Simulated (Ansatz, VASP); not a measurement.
Two plane-wave programs on Sn5H

```
Sn H
1.0
     3.20000    0.00000    0.00000
    -1.60000    2.77128    0.00000
     0.00000    0.00000   15.90000
Sn H
5 1
Direct
  0.00000 0.00000 0.40000
  0.00000 0.00000 0.60000
  0.00000 0.00000 0.00000
  0.00000 0.00000 0.80000
  0.00000 0.00000 0.20000
  0.33333 0.66667 0.50000
```

Alike in both runs: task relaxation of cell and atoms; functional PBE; k mesh 6 × 6 × 1; occupations gaussian, width 0.2 eV; no spin polarisation.

|  | VASP | Ansatz |
| --- | --- | --- |
| version | VASP 6.6.1 | Ansatz 0.2.0 |
| potentials or method | VASP PAW PBE potentials, release 64 (Sn_d, H), cutoff 600 eV | scalar-relativistic, plane waves, PAW |
| valence electrons in the cell | 71 | 71 |

Ansatz gave:

* gap on the k mesh at the Fermi level, each at its own relaxed structure (eV): none
* relaxed volume (Å³/atom): 24.86
* relaxed cell length with the largest relative difference (Å): 15.775

Problem. Which values does VASP return?

Solution. gap on the k mesh at the Fermi level, each at its own relaxed structure (eV): none; relaxed volume (Å³/atom): 24.82; relaxed cell length with the largest relative difference (Å): 15.670.

A gap of «none» marks a metal or a gap that the smearing closes.

The k mesh is coarse, so the values compare programs but aren't converged.
